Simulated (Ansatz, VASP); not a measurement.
One calculation of BaS, two programs

Contents of POSCAR:

```
BaS
1.0
    3.2126964543      3.2126964543      0.0000000000
   -3.2126964543      3.2126964543      0.0000000000
    0.0000000000      3.2126964543      3.2126964543
Ba S
1 1
Direct
    0.0000000000      0.0000000000      0.0000000000
    0.5000000000      0.5000000000      0.0000000000
```

INCAR.step1

```
SYSTEM = BaS
ALGO     = Normal         ! electronic algorithm
EDIFF    = 1E-4           ! SCF threshold, eV
ENCUT    = 520            ! plane-wave cutoff, eV
GGA      = PE             ! functional
ISMEAR   = 0              ! smearing method
LASPH    = .TRUE.         ! aspherical terms in the spheres
LCHARG   = .FALSE.        ! write CHGCAR
LREAL    = .FALSE.        ! projectors in reciprocal space
LWAVE    = .TRUE.         ! write WAVECAR
NBANDS   = 15             ! bands
NELM     = 100            ! most SCF steps
PREC     = Accurate       ! precision mode
SIGMA    = 0.01           ! smearing width, eV
```

INCAR.step2

```
SYSTEM = BaS
ALGO     = Normal         ! electronic algorithm
EDIFF    = 1E-6           ! SCF threshold, eV
ENCUT    = 520            ! plane-wave cutoff, eV
ISIF     = 2              ! what is computed and relaxed
ISMEAR   = 0              ! smearing method
ISTART   = 1            
LASPH    = .TRUE.         ! aspherical terms in the spheres
LCHARG   = .FALSE.        ! write CHGCAR
LMIXTAU  = .TRUE.       
LREAL    = .FALSE.        ! projectors in reciprocal space
LWAVE    = .FALSE.        ! write WAVECAR
METAGGA  = R2SCAN         ! meta-GGA
NBANDS   = 15             ! bands
NELM     = 100            ! most SCF steps
PREC     = Accurate       ! precision mode
SIGMA    = 0.01           ! smearing width, eV
```

Contents of KPOINTS:

```
k-points
0
G
  6 6 6
  0 0 0
```

Input for Ansatz:

```yaml
crystal:
  lattice:
    - [3.21269645429, 3.21269645429, 0.0]
    - [-3.21269645429, 3.21269645429, 0.0]
    - [0.0, 3.21269645429, 3.21269645429]
  atoms:
    - { symbol: Ba, position: [0.0, 0.0, 0.0] }
    - { symbol: S, position: [0.5, 0.5, 0.0] }
kpoints:
  mp_grid: { grid: [6, 6, 6] }
scf:
  occupations: { method: fixed }
  convergence: { dr2_threshold: 1.0e-10 }
hamiltonian:
  xc: r2scan
  pseudopotentials: { kind: paw }
output:
  forces: true
  stress: true
  eigenstates:
    kpoints:
      - [0.0, 0.0, 0.0]
      - [-0.5, 0.5, 0.0]
      - [-0.5, -0.5, -0.5]
      - [0.0, 0.0, -0.5]
      - [0.0, -0.5, -0.5]
      - [0.0, 0.5, 0.0]
      - [-0.5, 0.0, 0.0]
      - [-0.5, 0.0, -0.5]
  eigenvalues: true
```

Change from the starting cell: unstrained.

Alike in both runs: task single point; functional r2SCAN; k mesh 6 × 6 × 6; no spin polarisation.

```csv
,VASP,Ansatz
version,VASP 6.6.1,Ansatz 0.2.0
potentials or method,"VASP PAW PBE potentials, release 64 (Ba_sv, S)","PAW with Ansatz's default frozen-core files, scalar-relativistic"
plane-wave cutoff (eV),520,500
occupations,"gaussian, width 0.01 eV",fixed
valence electrons in the cell,16,16
```

VASP gave:

```
gap on the k mesh at the Fermi level (eV) : 2.49
pressure (GPa)                            : 0.5
```

Which values does Ansatz return?

gap on the k mesh at the Fermi level (eV): 2.58; pressure (GPa): 0.0.

VASP's potentials were made for PBE, not for r2SCAN.

Neither program's run includes spin-orbit coupling.
